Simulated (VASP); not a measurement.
# H (I4/mmm) in VASP: single point with PBEsol

Aim: the single point of H with PBEsol.

Everything below comes from runs of VASP 6.6.1. Logs are shortened: lines on timing, memory, paths and dates and some standing lists are left out, and cuts for length are marked.

**1. The cell of the first run**

Symmetry: I4/mmm, No. 139, tetragonal system. Conventional cell: a = 3.288 Å, b = 3.288 Å, c = 5.009 Å, α = 90.00°, β = 90.00°, γ = 90.00°. Within 4.3 Å of H (site symmetry 4/mmm) lie 12 H at 3.29 to 3.42 Å.

**2. Single point, PBEsol**

The input, INCAR:

```
SYSTEM = H
  PREC = Accurate
  ENCUT = 520
  EDIFF = 1E-7
  ISMEAR = -1
  SIGMA = 0.05
  LREAL = .False.
  LASPH = .True.
  NELM = 100
  ALGO = Normal
  ISIF = 2
  LWAVE = .False.
  LCHARG = .True.
  GGA = PS
  LELF = .True.
  LVHAR = .True.
  NBANDS = 6
```

The input, KPOINTS:

```
Automatic mesh
0
Gamma
  12 12 12
  0 0 0
```

The input, POSCAR:

```
H
1.0
   -1.6439080000      1.6439080000      2.5043990000
    1.6439080000     -1.6439080000      2.5043990000
    1.6439080000      1.6439080000     -2.5043990000
H
1
Direct
    0.7500000000      0.2500000000      0.5000000000
```

Potentials or basis: VASP PAW PBE potentials, release 64 (H).

The run is started by

```bash
> cat potpaw_PBE.64/H/POTCAR > POTCAR
> mpirun -np 1 vasp_std > vasp.out
```

OUTCAR:

```text
SYSTEM = H
   PREC = Accurate
   ENCUT = 520
   EDIFF = 1E-7
   ISMEAR = -1
   LREAL = .False.
   LASPH = .True.
   NELM = 100
   ISIF = 2
   GGA = PS

 ion  position               nearest neighbor table
   1  0.750  0.250  0.500-

  LATTYP: Found a body centered tetragonal cell.
 ALAT       =     3.2878160000
 C/A-ratio  =     1.5234423094

  Lattice vectors:

 A1 = (  -1.6439080000,   1.6439080000,   2.5043990000)
 A2 = (   1.6439080000,  -1.6439080000,   2.5043990000)
 A3 = (   1.6439080000,   1.6439080000,  -2.5043990000)

Analysis of symmetry for initial positions (statically):
=====================================================================
 Subroutine PRICEL returns:
 Original cell was already a primitive cell.

 Routine SETGRP: Setting up the symmetry group for a
 body centered tetragonal supercell.

 Subroutine GETGRP returns: Found 16 space group operations
 (whereof  8 operations were pure point group operations)
 out of a pool of 16 trial point group operations.

The static configuration has the point symmetry D_2d.
 The point group associated with its full space group is D_4h.

Analysis of symmetry for dynamics (positions and initial velocities):
=====================================================================
 Subroutine PRICEL returns:
 Original cell was already a primitive cell.

 Routine SETGRP: Setting up the symmetry group for a
 body centered tetragonal supercell.

 Subroutine GETGRP returns: Found 16 space group operations
 (whereof  8 operations were pure point group operations)
 out of a pool of 16 trial point group operations.

The dynamic configuration has the point symmetry D_2d.
 The point group associated with its full space group is D_4h.

 Subroutine INISYM returns: Found 16 space group operations
 (whereof  8 operations are pure point group operations),
 and found     1 'primitive' translations

----------------------------------------------------------------------------------------

                                     Primitive cell

  volume of cell :      27.0719

  direct lattice vectors                    reciprocal lattice vectors
    -1.643908000  1.643908000  2.504399000     0.000000000  0.304153274  0.199648698
     1.643908000 -1.643908000  2.504399000     0.304153274  0.000000000  0.199648698
     1.643908000  1.643908000 -2.504399000     0.304153274  0.304153274  0.000000000

  length of vectors
     3.417145209  3.417145209  3.417145209     0.363825256  0.363825256  0.430137685

  position of ions in fractional coordinates (direct lattice)
     0.750000000  0.250000000  0.500000000

  ion indices of the primitive-cell ions
   primitive index   ion index
                 1           1

----------------------------------------------------------------------------------------

 KPOINTS: Automatic mesh

Automatic generation of k-mesh.
 Grid dimensions read from file:
 generate k-points for:   12   12   12

 Generating k-lattice:

  Cartesian coordinates                     Fractional coordinates (reciprocal lattice)
     0.000000000  0.025346106  0.016637392     0.083333333  0.000000000  0.000000000
     0.025346106  0.000000000  0.016637392     0.000000000  0.083333333  0.000000000
     0.025346106  0.025346106  0.000000000     0.000000000  0.000000000  0.083333333

  Length of vectors
     0.030318771  0.030318771  0.035844807

  Shift w.r.t. Gamma in fractional coordinates (k-lattice)
     0.000000000  0.000000000  0.000000000

 Subroutine IBZKPT returns following result:
 ===========================================

 Found    163 irreducible k-points:

 Following reciprocal coordinates:
            Coordinates               Weight
  0.000000  0.000000  0.000000      1.000000
  0.083333  0.000000  0.000000      8.000000
  0.166667  0.000000  0.000000      8.000000
  0.250000  0.000000 -0.000000      8.000000
  0.333333  0.000000  0.000000      8.000000
  0.416667 -0.000000  0.000000      8.000000
[... 16 lines left out ...]
  0.500000  0.166667  0.000000     16.000000
 -0.416667  0.166667 -0.000000     16.000000
 [... further k-points ...]
   k-points           NKPTS =    163   k-points in BZ     NKDIM =    163   number of bands    NBANDS=      6
   number of dos      NEDOS =    301   number of ions     NIONS =      1
   total plane-waves  NPLWV =  21952
   dimension x,y,z NGX =    28 NGY =   28 NGZ =   28
   dimension x,y,z NGXF=    56 NGYF=   56 NGZF=   56
   ions per type =               1
   NGX,Y,Z   is equivalent  to a cutoff of  13.62, 13.62, 13.62 a.u.
   NGXF,Y,Z  is equivalent  to a cutoff of  27.24, 27.24, 27.24 a.u.
 SYSTEM =  H
   PREC   = accura    normal or accurate (medium, high low for compatibility)
   ISTART =      0    job   : 0-new  1-cont  2-samecut
   ICHARG =      2    charge: 1-file 2-atom 10-const
   ISPIN  =      1    spin polarized calculation?
   LNONCOLLINEAR =      F non collinear calculations
   LSORBIT =      F    spin-orbit coupling
   LASPH  =      T    aspherical Exc in radial PAW
   ENCUT  =  520.0 eV  38.22 Ry    6.18 a.u.   6.35  6.35  6.35*2*pi/ulx,y,z
   NELM   =    100;   NELMIN=  2; NELMDL= -5     # of ELM steps
   EDIFF  = 0.1E-06   stopping-criterion for ELM
   LREAL  =      F    real-space projection
   EDIFFG = 0.1E-05   stopping-criterion for IOM
   NSW    =      0    number of steps for IOM
   IBRION =     -1    ionic relax: 0-MD 1-quasi-New 2-CG
   NFREE  =      0    steps in history (QN), initial steepest desc. (CG)
   ISIF   =      2    stress and relaxation
   ISYM   =      2    0-nonsym 1-usesym 2-fastsym
   POTIM  = 0.5000    time-step for ionic-motion
   TEBEG  =    0.0;   TEEND  =   0.0 temperature during run
   PSTRESS=    0.0 pullay stress
   NELECT =       1.0000    total number of electrons
   NUPDOWN=      -1.0000    fix difference up-down
   EMIN   =  10.00;   EMAX   =-10.00  energy-range for DOS
   EFERMI =   0.00;   METHOD = LEGACY
   ISMEAR =    -1;   SIGMA  =   0.05  broadening in eV -4-tet -1-fermi 0-gaus
   EFERMI_NEDOS =   21; number of points for ismear=-14 and -15
   IALGO  =     38    algorithm
   IMIX   =      4    mixing-type and parameters
     AMIX     =   0.40;   BMIX     =  1.00
     AMIX_MAG =   1.60;   BMIX_MAG =  1.00
  volume/ion in A,a.u.               =      27.07       182.69
  Fermi-wavevector in a.u.,A,eV,Ry     =   0.545216  1.030309  4.044476  0.297261
  Thomas-Fermi vector in A             =   1.574484
   LORBIT       =      0    0 simple, 1 ext, 2 COOP (PROOUT), +10 PAW based schemes
   GGA     = PS    functional components
   LHFCALC =     F    Hartree Fock is set to
   AEXX    =    0.0000 exact exchange contribution
   IVDW    =     0    specifies the selected vdW correction
   LEPSILON=     F    determine dielectric tensor
   LRPA    =     F    only Hartree local field effects (RPA)
 non-spin polarized calculation
  energy-cutoff  :      520.00
  volume of cell :       27.07
 maximum number of plane-waves:       745
 NGX is ok and might be reduce to    28
   NGX = 13   NGY = 13   NGZ = 13

 number of electron       1.0000000 magnetization

 Free energy of the ion-electron system (eV)
  ---------------------------------------------------
  ext. energy  EPLUGINS =         0.00000000
  ---------------------------------------------------
  free energy    TOTEN  =        -0.37942977 eV

  energy without entropy =       -0.36908241  energy(sigma->0) =       -0.37425609

 E-fermi :  -5.4063     XC(G=0):  -4.8470

 val. band max:       -5.4180135044   @ k =   0.5000   0.0833  -0.0000
 cond. band min:      -5.4028765931   @ k =  -0.3333  -0.4167   0.2500
 fundamental gap:      0.0151369113
 Fermi energy:        -5.4062925724

 k-point     1 :       0.0000    0.0000    0.0000
  band No.  band energies     occupation
      1      -7.5116      2.00000
      2       5.4762      0.00000
      3      13.9456      0.00000
      4      13.9456      0.00000
      5      14.0016      0.00000
      6      15.9258      0.00000

 k-point     2 :       0.0833    0.0000    0.0000
  band No.  band energies     occupation
      1      -7.4128      2.00000
      2       5.2388      0.00000
      3      12.7128      0.00000
      4      13.5416      0.00000
      5      13.6863      0.00000
      6      15.7770      0.00000

 k-point     3 :       0.1667    0.0000    0.0000
  band No.  band energies     occupation
      1      -7.1245      2.00000
      2       4.5559      0.00000
      3      10.9020      0.00000
      4      12.8479      0.00000
      5      13.2711      0.00000
      6      16.2805      0.00000

 k-point     4 :       0.2500    0.0000   -0.0000
  band No.  band energies     occupation
      1      -6.6779      2.00000
      2       3.5317      0.00000
      3       9.5361      0.00000
      4      12.2840      0.00000
      5      12.9843      0.00000
      6      15.3036      0.00000

 k-point     5 :       0.3333    0.0000    0.0000
  band No.  band energies     occupation
      1      -6.1425      2.00000
      2       2.3941      0.00000
      3       8.6724      0.00000
      4      11.8961      0.00000
      5      12.8778      0.00000
      6      14.5940      0.00000
[... 136 lines left out ...]
 k-point    21 :       0.3333    0.1667    0.0000
  band No.  band energies     occupation
      1      -5.5882      1.94872
      2       2.1472      0.00000
      3       6.6181      0.00000
      4      10.4829      0.00000
      5      11.6558      0.00000
      6      14.7818      0.00000

 k-point    22 :       0.4167    0.1667    0.0000
  band No.  band energies     occupation
      1      -5.2761      0.13775
      2       1.6526      0.00000
      3       6.4681      0.00000
      4      10.1828      0.00000
      5      11.1220      0.00000
      6      14.6410      0.00000

 k-point    23 :       0.5000    0.1667    0.0000
  band No.  band energies     occupation
      1      -5.3103      0.25581
      2       1.7086      0.00000
      3       6.6894      0.00000
      4      10.0751      0.00000
      5      10.9466      0.00000
      6      14.7665      0.00000

 k-point    24 :      -0.4167    0.1667   -0.0000
  band No.  band energies     occupation
      1      -5.6695      1.98971
      2       2.2986      0.00000
      3       7.2610      0.00000
      4      10.0503      0.00000
      5      11.3010      0.00000
      6      15.0327      0.00000

 [... further k-points ...]

------------------------ aborting loop because EDIFF is reached ----------------------------------------

  FORCE on cell =-STRESS in cart. coord.  units (eV):
  Direction    XX          YY          ZZ          XY          YZ          ZX
  --------------------------------------------------------------------------------------
  -------------------------------------------------------------------------------------
  Total       -0.6887862     -0.6887862     -0.6401671      0.0000000      0.0000000      0.0000000
  in kB      -40.7639702    -40.7639702    -37.8865823      0.0000000      0.0000000      0.0000000
  external PRESSURE =     -39.8048409 kB  Pullay stress =       0.0000000 kB

 VOLUME and BASIS-vectors are now :
 -----------------------------------------------------------------------------
  energy-cutoff  :      520.00
  volume of cell :       27.07
      direct lattice vectors                 reciprocal lattice vectors
    -1.643908000  1.643908000  2.504399000     0.000000000  0.304153274  0.199648698
     1.643908000 -1.643908000  2.504399000     0.304153274  0.000000000  0.199648698
     1.643908000  1.643908000 -2.504399000     0.304153274  0.304153274  0.000000000

 POSITION                                       TOTAL-FORCE (eV/Angst)
 -----------------------------------------------------------------------------------
     -0.00000      1.64391      1.25220         0.000000     -0.000000      0.000000
 -----------------------------------------------------------------------------------
    total drift:                                0.000000     -0.000000      0.000000

  FREE ENERGIE OF THE ION-ELECTRON SYSTEM (eV)
  ---------------------------------------------------
  free  energy   TOTEN  =        -0.3794297680 eV

  energy  without entropy=       -0.3690824139  energy(sigma->0) =       -0.37425609
```

Run time: 46 s. Hardware: 1 thread of Intel Xeon 8259CL, shared host; peak memory 0.16 GiB.

Results:

* Free energy: -0.3794 eV
* Pressure: -4.0 GPa
* Band gap on the k mesh: zero (an odd number of electrons rules out a gap without spin polarisation)

Caveat: the cell stands under tension; the PAW data sets were made with another functional, which shifts forces and pressure a little.
